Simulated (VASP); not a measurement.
WS2:

```
W S
1.0
     0.00000    3.00794    3.00794
     3.00794    0.00000    3.00794
     3.00794    3.00794    0.00000
W S
1 2
Direct
  0.00000 0.00000 0.00000
  0.25000 0.25000 0.25000
  0.75000 0.75000 0.75000
```

Base run:

```yaml
Program: VASP 6.6.1
Functional: LDA
Potentials_or_basis: VASP PAW LDA potentials, release 64 (W_sv, S)
Cutoff: 520 eV
k_mesh: 6 × 6 × 6
Occupations: gaussian, width 0.05 eV
Spin: collinear spin, ferromagnetic start
Starting_moments: "[2.0, 0.0, 0.0] μB"
Hubbard_terms: W d U = 7.0 eV, J = 0.5 eV
```

Its results: band gap on the k mesh zero (filled and empty bands overlap); pressure -3.4 GPa.

Problem. The run is repeated on the same cell with these changes: spin from collinear spin, ferromagnetic start to no spin polarisation; further incar settings from ALGO = Normal; EDIFF = 1e-07; NBANDS = 24 to ALGO = Normal; EDIFF = 1e-06; NBANDS = 20. What comes out?

Solution. Band gap on the k mesh zero (band 13 reaches 7.55 eV, above the bottom of band 14 at 6.49 eV); pressure -11.5 GPa.

Caveats: spin-orbit coupling is left out, which moves the levels of the heavy elements; U without spin polarisation on a metal has little footing (some runs).
